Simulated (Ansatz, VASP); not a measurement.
One calculation of Ge, two programs

Contents of INCAR:

```
SYSTEM = Ge
PREC     = Accurate       ! precision mode
ENCUT    = 520            ! plane-wave cutoff, eV
EDIFF    = 1E-7           ! SCF threshold, eV
ISMEAR   = -1             ! smearing method
SIGMA    = 0.05           ! smearing width, eV
LREAL    = .FALSE.        ! projectors in reciprocal space
LASPH    = .TRUE.         ! aspherical terms in the spheres
NELM     = 80             ! most SCF steps
ALGO     = Normal         ! electronic algorithm
ISIF     = 2              ! what is computed and relaxed
LWAVE    = .FALSE.        ! write WAVECAR
LCHARG   = .TRUE.         ! write CHGCAR
GGA      = PS             ! functional
LELF     = .TRUE.         ! ELF
LVHAR    = .TRUE.       
NBANDS   = 21             ! bands
```

Contents of KPOINTS:

```
Automatic mesh
0
G
  11 11 11
  0 0 0
```

File POSCAR:

```
Ge
1.0
   -2.5396950521      2.5396950521      1.3785263734
    2.5396950521     -2.5396950521      1.3785263734
    2.5396950521      2.5396950521     -1.3785263734
Ge
2
Direct
    0.5000000000      0.5000000000      0.0000000000
    0.2500000000      0.7500000000      0.5000000000
```

input.yaml

```yaml
crystal:
  lattice:
    - [-2.5396950521, 2.5396950521, 1.3785263734]
    - [2.5396950521, -2.5396950521, 1.3785263734]
    - [2.5396950521, 2.5396950521, -1.3785263734]
  atoms:
    - { symbol: Ge, position: [0.5, 0.5, 0.0] }
    - { symbol: Ge, position: [0.25, 0.75, 0.5] }
kpoints:
  mp_grid: { grid: [11, 11, 11] }
scf:
  occupations: { method: fermi_dirac, width: 0.05 }
hamiltonian:
  xc: pbesol
  pseudopotentials: { kind: all_electron, lapw: { basis_error: 0.0005 } }
output:
  forces: true
  stress: true
  eigenvalues: true
```

Change from the starting cell: volume scaled by 0.96.

Alike in both runs: task single point; functional PBEsol; k mesh 11 × 11 × 11; occupations fermi-dirac, width 0.05 eV; no spin polarisation.

|  | VASP | Ansatz |
| --- | --- | --- |
| version | VASP 6.6.1 | Ansatz 0.2.0 |
| potentials or method | VASP PAW PBE potentials, release 64 (Ge_d), cutoff 520 eV | all-electron LAPW, scalar-relativistic |

```csv
,VASP,Ansatz,Ansatz less VASP
gap on the k mesh at the Fermi level (eV),none,none,-
pressure (GPa),2.8,2.8,+0.01
"traceless stress, the component that is largest in VASP (GPa)",-0.09,-0.10,-0.012
```

VASP's potentials were made for PBE, not for PBEsol. A gap of «none» marks a metal or a gap that the smearing closes. Ansatz ran all-electron here, and VASP with PAW potentials.
